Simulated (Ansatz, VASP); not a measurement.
**BaTiO3: VASP beside Ansatz**

The input INCAR:

```
SYSTEM = BaTiO3
PREC = Accurate
ENCUT = 520
EDIFF = 1E-6
ISMEAR = -1
SIGMA = 0.02
LREAL = .FALSE.
LASPH = .TRUE.
NELM = 100
ALGO = Normal
ISIF = 2
LWAVE = .FALSE.
LCHARG = .FALSE.
GGA = PE
NBANDS = 28
```

KPOINTS

```
Automatic mesh
0
G
  6 6 6
  0 0 0
```

POSCAR

```
BaTiO3
1.0
    4.0912018989      0.0000000000      0.0000000000
    0.0000000000      4.0912018989      0.0000000000
    0.0000000000      0.0000000000      4.2363754999
Ba Ti O
1 1 3
Direct
    0.5000000000      0.5000000000      0.5946603424
    0.0000000000      0.0000000000      0.1111252684
    0.0000000000      0.5000000000      0.0610935939
    0.5000000000      0.0000000000      0.0610935939
    0.0000000000      0.0000000000      0.5320241914
```

Input for Ansatz:

```yaml
crystal:
  lattice:
    - [4.0912018989, 0.0, 0.0]
    - [0.0, 4.0912018989, 0.0]
    - [0.0, 0.0, 4.2363754999]
  atoms:
    - { symbol: Ba, position: [0.5, 0.5, 0.5946603424] }
    - { symbol: Ti, position: [0.0, 0.0, 0.1111252684] }
    - { symbol: O, position: [0.0, 0.5, 0.0610935939] }
    - { symbol: O, position: [0.5, 0.0, 0.0610935939] }
    - { symbol: O, position: [0.0, 0.0, 0.5320241914] }
kpoints:
  mp_grid: { grid: [6, 6, 6] }
  band_path:
    path:
      - [0.0, 0.0, 0.0]
      - [0.0, 0.5, 0.0]
      - [0.5, 0.5, 0.0]
      - [0.0, 0.0, 0.5]
      - [0.0, 0.5, 0.5]
      - [0.5, 0.5, 0.5]
      - [-0.5, -0.5, 0.494792]
    npoints: 1
hamiltonian:
  xc: pbe
scf:
  occupations: { method: fermi_dirac, width: 0.02 }
  n_extra_bands: 5
output:
  forces: true
  stress: true
  eigenvalues: true
  write_density: true
  write_potential: true
  elf: true
  volumetric_format: npy
```

Change from the starting cell: hydrostatic strain +3.0%.

Alike in both runs: task single point; functional PBE; k mesh 6 × 6 × 6; occupations fermi-dirac, width 0.02 eV; no spin polarisation.

|  | VASP | Ansatz |
| --- | --- | --- |
| version | VASP 6.6.1 | Ansatz 0.2.0 |
| potentials or method | VASP PAW PBE potentials, release 64 (Ba_sv, Ti_sv, O) | plane waves, PAW |
| plane-wave cutoff (eV) | 520 | 420 |
| valence electrons in the cell | 40 | 40 |

```csv
,VASP,Ansatz,Ansatz less VASP
gap on the k mesh at the Fermi level (eV),1.71,1.76,+0.054
pressure (GPa),-5.6,-6.8,-1.28
"traceless stress, the component that is largest in VASP (GPa)",3.61,3.45,-0.163
rms of the force components (eV/Å),0.093,0.055,-0.0375
```

Atom by atom the forces differ by 0.043 eV/Å (rms over components).

Neither program's run includes spin-orbit coupling.
